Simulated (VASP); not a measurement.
FeCo5, 6 atoms in the cell. Symmetry: P-62m, No. 189, hexagonal system. The conventional cell has a = 4.328 Å, b = 4.328 Å, c = 4.075 Å, α = 90.00°, β = 90.00°, γ = 120.00°. Within 3.3 Å of Co (site symmetry m2m) lie 10 Co at 2.49 to 2.52 Å and 2 Fe at 2.50 Å. Co (site symmetry -6) has 9 Co at 2.49 to 2.50 Å and 3 Fe at 2.50 Å within 3.3 Å. Fe (site symmetry -62m) has 12 Co at 2.50 Å within 3.3 Å. 

- Program: VASP 6.6.1
- Task: single point
- Functional: PBE
- Potentials or basis: VASP PAW PBE potentials, release 64 (Co, Fe)
- Cutoff: 520 eV
- k mesh: 8 × 9 × 9
- Occupations: gaussian, width 0.1 eV
- Spin: collinear spin, ferromagnetic start
- Starting moments: [1.86, 1.86, 1.86, 1.86, 1.86, 2.87] μB
- Dipole correction: no
- Further INCAR settings: ALGO = Normal; EDIFF = 1e-06; NBANDS = 40

Potentials or basis: VASP PAW PBE potentials, release 64 (Co, Fe).

Run with:

```console
$ cat potpaw_PBE.64/Co/POTCAR potpaw_PBE.64/Fe/POTCAR > POTCAR
$ mpirun -np 1 vasp_std > vasp.out
```

Hardware: 1 thread of Intel Xeon 6975P-C, with other jobs on the host.

Problem. Estimate the wall time of this run.

Solution. Wall time 6.2 min on 1 thread of Intel Xeon 6975P-C, with other jobs on the host, peak memory 0.35 GiB. Counts: scf iterations 17, k points 60.
